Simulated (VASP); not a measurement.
Runs of VASP 6.6.1 on K. The structure is that of space group Pm-3m (No. 221), or close to it. The cells are those of the table. This isn't the form of K at room conditions, which is bcc.

| cell | gap on the mesh (eV) | pressure (GPa) |
| --- | --- | --- |
| a = 4.367 Å, 1 atom | none | -0.1 |
| a = 4.237 Å, 1 atom | none | (a) |
| a = 4.325 Å, 1 atom | none | -0.1 |
| a = 4.281 Å, 1 atom | none | 0.0 |
| a = 4.409 Å, 1 atom | none | -0.2 |

Alike in all rows: task single point; level r2SCAN; potentials or basis VASP PAW PBE potentials, release 64 (K_sv); no spin polarisation; k mesh 6 × 6 × 6; cutoff (eV) 520; smearing methfessel-paxton 0.1 eV.

Problem. Fill in the values left out.

Solution. (a) 0.1.

Caveats: the PAW data sets were made with another functional, which shifts forces and pressure a little.

A gap of «none» marks levels without a gap at the run's occupations.
